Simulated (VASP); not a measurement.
# WS2: single point with PBE

WS2:

```xyz
6
Lattice="3.1699 0.0000 0.0000 -1.5850 2.7453 0.0000 0.0000 0.0000 12.9907" Properties=species:S:1:pos:R:3 pbc="T T T"
W     0.0000    1.8302    3.2477
W     1.5850    0.9151    9.7430
S     1.5850    0.9151    4.8131
S     1.5850    0.9151    1.6822
S     0.0000    1.8302   11.3085
S     0.0000    1.8302    8.1776
```

This cell differs from its parent crystal: uniaxial z strain +4.0%.

```yaml
Program: VASP 6.6.1
Task: single point
Functional: PBE
Potentials_or_basis: VASP PAW PBE potentials, release 64 (W_sv, S)
Cutoff: 500 eV
k_mesh: 12 × 12 × 2
Occupations: fermi-dirac, width 0.02 eV
Spin: no spin polarisation
Dipole_correction: no
Further_INCAR_settings: ALGO = Normal; EDIFF = 1e-06; NBANDS = 35
```

```yaml
Pressure: 2.5 GPa
Largest_force: 0.196 eV/Å
Band_gap_on_the_k_mesh: 1.25 eV (least direct gap 1.81 eV)
```

Forces in eV/Å, atoms in the order of the input:
```
W    0.000  0.000  0.000
W    0.000  0.000  0.000
S    0.000  0.000  0.196
S    0.000  0.000 -0.196
S    0.000  0.000  0.196
S    0.000  0.000 -0.196
```

Stress tensor (GPa, compression positive):
```
2.41 0.00 0.00
0.00 2.41 0.00
0.00 0.00 2.80
```

Levels at points of the mesh, in eV from the valence-band top:
```
           k point  band 24  band 25  band 26  band 27  band 28  band 29
(0.00, 0.00, 0.00)    -1.73    -0.93     0.00     2.44     2.44     2.45
(0.50, 0.00, 0.00)    -1.69    -1.48    -1.38     2.42     2.44     2.78
(0.00, 0.00, 0.50)    -2.09    -0.30    -0.30     2.44     2.44     2.44
(0.50, 0.00, 0.50)    -1.74    -1.42    -1.42     2.43     2.43     2.88
```

Wall time 50 s on 1 thread of Intel(R) Xeon(R) 6975P-C (Granite Rapids), on a shared host, peak memory 0.28 GiB.

Caveat: the cell differs from its parent crystal (uniaxial z strain +4.0%); spin-orbit coupling is left out, which moves the levels of the heavy elements; this functional lacks dispersion, which binds the layers, so the pressure and a relaxed spacing across them are unreliable. A k mesh can miss the band edges.
